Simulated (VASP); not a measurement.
# NaH20ClO10 in VASP: further runs, part 2 of 2

VASP 6.6.1. Earlier steps stand in the parts before.

## (3) Single point, LDA

Contents of INCAR:

```
PREC = Accurate
ENCUT = 520
EDIFF = 1E-6
ISMEAR = -1
SIGMA = 0.02
LREAL = Auto
LASPH = T
NELM = 120
ALGO = Normal
ISIF = 2
LWAVE = F
LCHARG = F
NBANDS = 69
GGA_COMPAT = F
```

Contents of KPOINTS:

```
Automatic mesh
0
Gamma
  1 1 1
```

Contents of POSCAR:

```
NaH20ClO10
1.0
    7.2329760000      0.0000000000      0.0000000000
    0.0000000000      7.2329760000      0.0000000000
    0.0000000000      0.0000000000      7.2329760000
O H Na Cl
10 20 1 1
Direct
    0.2536300411      0.6102605622      0.2870326129
    0.9620383090      0.4370815001      0.6868956844
    0.7362391359      0.1638053272      0.4873097878
    0.4252882907     -0.0583300705      0.5241411004
    0.5255651339      0.8372487341      0.8778267756
    0.2105633974      0.1545560223      1.0286637202
    0.8601991767      0.5908494650      0.3598380528
    0.3136191797      0.5771483273      0.7075372571
    0.4814892238      0.2564228058      0.7362529614
    0.6023108607      0.8280823827      0.2357259308
    0.1229645999      0.5562025921      0.2922586775
    0.3242786925      0.5203805460      0.2112961525
    0.9207275124      0.5319801974      0.5980111091
    0.9041091800      0.3195365227      0.6385061972
    0.7306536065      0.1897697435      0.3572388461
    0.6271692316      0.2183886688      0.5672215697
    0.4103013753      0.0438547010      0.6101499576
    0.5270168185     -0.0209180841      0.4390170796
    0.5519304917      0.8823200851      0.7525533059
    0.4526214383      0.7256349254      0.8462768299
    0.3236150652      0.1739532939      0.9555955944
    0.1140332831      0.2204901551      0.9523051093
    0.7860250055      0.7129292286      0.3258686328
    0.7929101382      0.5118225195      0.2776312268
    0.3076603600      0.6578066898      0.6004029323
    0.1821242045      0.5324226155      0.7261602970
    0.4199516216      0.3764149086      0.7442303141
    0.5460131487      0.2376338591      0.8564662734
    0.6192886579      0.8446454129      0.0970278347
    0.5445338129      0.7116296252      0.2483486742
    0.2796221085      0.9248060549      0.2225916414
    0.6002370255      0.3308458372      0.1084201026
```

Potentials or basis: VASP PAW LDA potentials, release 64 (O, H, Na_pv, Cl).

The run is started by

```bash
> cat potpaw_LDA.64/O/POTCAR potpaw_LDA.64/H/POTCAR potpaw_LDA.64/Na_pv/POTCAR potpaw_LDA.64/Cl/POTCAR > POTCAR
> mpirun -np 1 vasp_gam > vasp.out
```

OUTCAR:

```text
PREC = Accurate
   ENCUT = 520
   EDIFF = 1E-6
   ISMEAR = -1
   LREAL = Auto
   LASPH = T
   NELM = 120
   ISIF = 2

 ion  position               nearest neighbor table
   1  0.254  0.610  0.287-  12 0.99  11 1.02  31 2.33
   2  0.962  0.437  0.687-  13 0.99  14 1.01
   3  0.736  0.164  0.487-  15 0.96  16 1.05
   4  0.425  0.942  0.524-  17 0.97  18 1.00
   5  0.526  0.837  0.878-  19 0.98  20 0.99
   6  0.211  0.155  0.029-  21 0.98  22 1.01  31 2.23
   7  0.860  0.591  0.360-  24 0.96  23 1.06
   8  0.314  0.577  0.708-  25 0.97  26 1.01
   9  0.481  0.256  0.736-  27 0.98  28 1.00
  10  0.602  0.828  0.236-  30 0.94  29 1.02
  11  0.123  0.556  0.292-   1 1.02
  12  0.324  0.520  0.211-   1 0.99
  13  0.921  0.532  0.598-   2 0.99
  14  0.904  0.320  0.639-   2 1.01
  15  0.731  0.190  0.357-   3 0.96
  16  0.627  0.218  0.567-   3 1.05
[... 12 lines left out ...]
  29  0.619  0.845  0.097-  10 1.02
  30  0.545  0.712  0.248-  10 0.94
  31  0.280  0.925  0.223-   6 2.23   1 2.33
  32  0.600  0.331  0.108-

  LATTYP: Found a simple cubic cell.
 ALAT       =     7.2329760000

  Lattice vectors:
[... 219 lines left out ...]
 fundamental gap:      3.9652923818
 Fermi energy:        -2.7515283437

 k-point     1 :       0.0000    0.0000    0.0000
  band No.  band energies     occupation
      1     -24.7603      2.00000
      2     -24.7179      2.00000
      3     -24.6959      2.00000
      4     -22.9650      2.00000
      5     -22.5483      2.00000
      6     -22.1140      2.00000
[... 51 lines left out ...]
     58       5.3876      0.00000
     59       5.4986      0.00000
 [bands above 59 left out]

------------------------ aborting loop because EDIFF is reached ----------------------------------------

  FORCE on cell =-STRESS in cart. coord.  units (eV):
  Direction    XX          YY          ZZ          XY          YZ          ZX
  --------------------------------------------------------------------------------------
  -------------------------------------------------------------------------------------
  Total       -4.3269381     -1.4249315     -1.8240867      1.6450897     -0.4156963     -0.0678545
  in kB      -18.3206210     -6.0332804     -7.7233370      6.9654486     -1.7600933     -0.2873018
  external PRESSURE =     -10.6924128 kB  Pullay stress =       0.0000000 kB

 VOLUME and BASIS-vectors are now :
 -----------------------------------------------------------------------------
  energy-cutoff  :      520.00
  volume of cell :      378.40
      direct lattice vectors                 reciprocal lattice vectors
     7.232976000  0.000000000  0.000000000     0.138255678  0.000000000  0.000000000
     0.000000000  7.232976000  0.000000000     0.000000000  0.138255678  0.000000000
     0.000000000  0.000000000  7.232976000     0.000000000  0.000000000  0.138255678

 POSITION                                       TOTAL-FORCE (eV/Angst)
 -----------------------------------------------------------------------------------
      1.83450      4.41400      2.07610        -0.996675     -0.582633     -0.402156
      6.95840      3.16140      4.96830         0.195755     -0.617981      0.314223
      5.32520      1.18480      3.52470        -0.438420     -0.087378      2.520015
      3.07610      6.81108      3.79110        -0.242492     -0.631496     -0.690405
      3.80140      6.05580      6.34930         0.164288      0.054724      0.507462
      1.52300      1.11790      0.20732        -1.193049      0.626763     -0.850461
[... 24 lines left out ...]
      2.02250      6.68910      1.61000        -0.014888      0.001959      0.098055
      4.34150      2.39300      0.78420         0.104416      0.295485      0.465327
 -----------------------------------------------------------------------------------
    total drift:                                0.000229     -0.008968     -0.002217

  FREE ENERGIE OF THE ION-ELECTRON SYSTEM (eV)
  ---------------------------------------------------
  free  energy   TOTEN  =      -161.6890715022 eV

  energy  without entropy=     -161.6890715022  energy(sigma->0) =     -161.68907150
```

OSZICAR:

```text
N       E                     dE             d eps       ncg     rms          rms(c)
DAV:   1     0.894838396753E+03    0.89484E+03   -0.50863E+04   138   0.129E+03
DAV:   2    -0.633192946991E+02   -0.95816E+03   -0.89373E+03   162   0.325E+02
DAV:   3    -0.174930604386E+03   -0.11161E+03   -0.11071E+03   159   0.125E+02
DAV:   4    -0.178110982319E+03   -0.31804E+01   -0.31590E+01   172   0.240E+01
DAV:   5    -0.178189084017E+03   -0.78102E-01   -0.77918E-01   172   0.368E+00    0.237E+01
DAV:   6    -0.162541505905E+03    0.15648E+02   -0.52052E+01   172   0.283E+01    0.876E+00
DAV:   7    -0.162038250286E+03    0.50326E+00   -0.22546E+00   156   0.560E+00    0.556E+00
DAV:   8    -0.161693470274E+03    0.34478E+00   -0.63383E-01   172   0.358E+00    0.957E-01
DAV:   9    -0.161677709377E+03    0.15761E-01   -0.73517E-02   172   0.119E+00    0.365E-01
DAV:  10    -0.161684466543E+03   -0.67572E-02   -0.12358E-02   156   0.407E-01    0.176E-01
DAV:  11    -0.161686935304E+03   -0.24688E-02   -0.87989E-04   164   0.195E-01    0.856E-02
DAV:  12    -0.161688770264E+03   -0.18350E-02   -0.93369E-04   156   0.141E-01    0.387E-02
DAV:  13    -0.161688986004E+03   -0.21574E-03   -0.17450E-04   172   0.590E-02    0.187E-02
DAV:  14    -0.161689052535E+03   -0.66530E-04   -0.32636E-05   156   0.256E-02    0.101E-02
DAV:  15    -0.161689070530E+03   -0.17995E-04   -0.23209E-05   172   0.252E-02    0.794E-03
DAV:  16    -0.161689071502E+03   -0.97257E-06   -0.42649E-06   164   0.119E-02
   1 F= -.16168907E+03 E0= -.16168907E+03  d E =-.142611E-11
```

stdout:

```text
POSCAR found type information on POSCAR O H NaCl
 POSCAR found :  4 types and      32 ions
 scaLAPACK will be used
 LDA part: xc-table for (Slater(with rela. corr.)+CA(PZ))
 , standard interpolation
 POSCAR, INCAR and KPOINTS ok, starting setup
 FFT: planning ... GRIDC
 FFT: planning ... GRID_SOFT
 FFT: planning ... GRID
 WAVECAR not read
 entering main loop
```

Run time: 79 s. Hardware: 1 thread of AMD EPYC 7R43 (Zen 3), shared host; peak memory 0.27 GiB.

What came out:

```yaml
Free_energy: -161.6891 eV
Pressure: -1.1 GPa
Largest_force: 2.838 eV/Å
Band_gap_on_the_k_mesh: 3.97 eV
```

Forces in eV/Å, atoms in the order of the input:
```
O   -0.997 -0.583 -0.402
O    0.196 -0.618  0.314
O   -0.438 -0.087  2.520
O   -0.242 -0.631 -0.690
O    0.164  0.055  0.507
O   -1.193  0.627 -0.850
O   -0.039  2.828  0.237
O   -0.556 -0.338  1.068
O    0.171 -1.766 -0.443
O    1.201  1.662 -0.701
H    0.775  0.837  0.194
H    0.115 -0.162  0.178
H   -0.314 -0.186 -0.460
H    0.241  0.664 -0.082
H   -0.569  0.748 -1.083
H    1.090 -0.240 -1.090
H   -0.186  0.946  0.490
H    0.243 -0.177  0.410
H    0.145  0.228 -0.216
H   -0.332 -0.380  0.022
H    0.176  0.027 -0.030
H    0.712 -0.706  0.840
H    1.129 -1.154  0.582
H   -0.723 -1.739 -0.938
H    0.261  0.260 -0.752
H    0.117 -0.171 -0.268
H   -0.336  1.291 -0.465
H    0.403  0.429  0.275
H   -0.294 -0.114  0.058
H   -1.009 -1.845  0.216
Na  -0.015  0.002  0.098
Cl   0.104  0.295  0.465
```

Stress tensor (GPa, compression positive):
```
-1.83  0.70 -0.03
 0.70 -0.60 -0.18
-0.03 -0.18 -0.77
```

Levels at points of the mesh, in eV from the valence-band top:
```tsv
k point	band 44	band 45	band 46	band 47	band 48	band 49	band 50	band 51
(0.00, 0.00, 0.00)	-0.53	-0.38	-0.20	0.00	3.97	6.64	6.89	7.18
```

Caveat: the k points lie up to 0.87 Å⁻¹ apart.
